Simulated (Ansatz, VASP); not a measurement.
This is a calculation of SnSe for Ansatz 0.2.0.

Contents of input.yaml:

```yaml
crystal:
  lattice:
    - [0.0, 3.01, 3.01]
    - [3.01, 0.0, 3.01]
    - [3.01, 3.01, 0.0]
  atoms:
    - { symbol: Sn, position: [0.0, 0.0, 0.0] }
    - { symbol: Se, position: [0.5, 0.5, 0.5] }
hamiltonian:
  xc: { exchange: pbe, correlation: pbe, exx: { coeff: 0.25, omega: 0.4 } }
  pseudopotentials: { kind: paw }
kpoints:
  mp_grid: { grid: [4, 4, 4] }
scf:
  occupations: { method: fermi_dirac, width: 0.05 }
output:
  forces: true
  stress: true
  eigenvalues: true
```

Potentials or basis: Ansatz PAW.

Launch:

```sh
$ ansatz run input.yaml --threads 2 --pin off --max-ram 5632MiB --backend cpu --events-out ev --progress --plain --runs-dir out
```

Q: Translate it to VASP 6.6.1. Potentials there: VASP PAW PBE potentials, release 64 (Sn_d, Se).

A: As run (the cutoff follows the program's own potentials):

Contents of POSCAR:

```
SnSe
1.0
    0.0000000000      3.0100000000      3.0100000000
    3.0100000000      0.0000000000      3.0100000000
    3.0100000000      3.0100000000      0.0000000000
Sn Se
1 1
Direct
    0.0000000000      0.0000000000      0.0000000000
    0.5000000000      0.5000000000      0.5000000000
```

File INCAR.step1:

```
SYSTEM = SnSe
PREC = Accurate ; ENCUT = 520
EDIFF = 1E-5 ; ISMEAR = -1
SIGMA = 0.05 ; LREAL = .False.
LASPH = .True. ; NELM = 60
ALGO = Normal ; ISIF = 2
LWAVE = .True. ; GGA = PE
NBANDS = 17
```

INCAR.step2

```
SYSTEM = SnSe
PREC = Accurate ; ENCUT = 520
EDIFF = 1E-7 ; ISMEAR = -1
SIGMA = 0.05 ; LREAL = .False.
LASPH = .True. ; NELM = 60
ALGO = Normal ; ISIF = 2
LWAVE = .False. ; LCHARG = .True.
GGA = PE ; LHFCALC = .True.
AEXX = 0.25 ; HFSCREEN = 0.4
PRECFOCK = Normal ; LELF = .True.
LVHAR = .True. ; ISTART = 1
NBANDS = 17
```

File KPOINTS:

```
Automatic mesh
0
Gamma
  4 4 4
  0 0 0
```

Potentials or basis: VASP PAW PBE potentials, release 64 (Sn_d, Se).

Run with:

```bash
$ cat potpaw_PBE.64/Sn_d/POTCAR potpaw_PBE.64/Se/POTCAR > POTCAR
$ cp INCAR.step1 INCAR
$ mpirun -np 1 vasp_std > vasp.out
$ cp INCAR.step2 INCAR
$ mpirun -np 1 vasp_std > vasp.out
```

Both were run:

|  | VASP | Ansatz | Ansatz less VASP |
| --- | --- | --- | --- |
| gap on the k mesh at the Fermi level (eV) | 0.51 | 0.52 | +0.008 |
| least direct gap on the mesh (eV) | 0.51 | 0.52 | +0.008 |
| pressure (GPa) | -1.6 | -1.5 | +0.06 |

VASP's potentials were made for PBE, not for PBE-based screened hybrid. VASP's potentials hold 20 valence electrons a cell and Ansatz's 30, so a difference there can come from the potentials and not from the codes.

The k mesh is coarse, so the values compare programs but aren't converged.
